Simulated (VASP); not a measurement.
Input of a VASP 6.6.1 run:

The input INCAR:

```
SYSTEM = Rh
ALGO = Fast
EDIFF = 1E-6
ENCUT = 520
GGA = PS
ISIF = 2
ISMEAR = 0
LASPH = .True.
LCHARG = .False.
LREAL = .False.
LWAVE = .False.
NBANDS = 14
NELM = 100
PREC = Accurate
SIGMA = 0.15
```

The input KPOINTS:

```
k-points
0
Gamma
  22 22 22
  0 0 0
```

File POSCAR:

```
Rh
1.0
    0.0000000000      1.9015500000      1.8730267500
    1.9015500000      0.0000000000      1.8730267500
    1.9015500000      1.9015500000      0.0000000000
Rh
1
Direct
    0.0000000000      0.0000000000      0.0000000000
```

Potentials or basis: VASP PAW PBE potentials, release 64 (Rh_pv).

The run is started by

```bash
$ cat potpaw_PBE.64/Rh_pv/POTCAR > POTCAR
$ mpirun -np 1 vasp_std > vasp.out
```

Task: What does it give for the pressure?

Result: -0.8 GPa.

Stress tensor (GPa, compression positive):
```
-2.12  0.00  0.00
 0.00 -2.12  0.00
 0.00  0.00  1.73
```

Caveat: the cell differs from its parent crystal (strain +0.000 along x and y, -0.015 along z); the PAW data sets were made with another functional, which shifts forces and pressure a little.
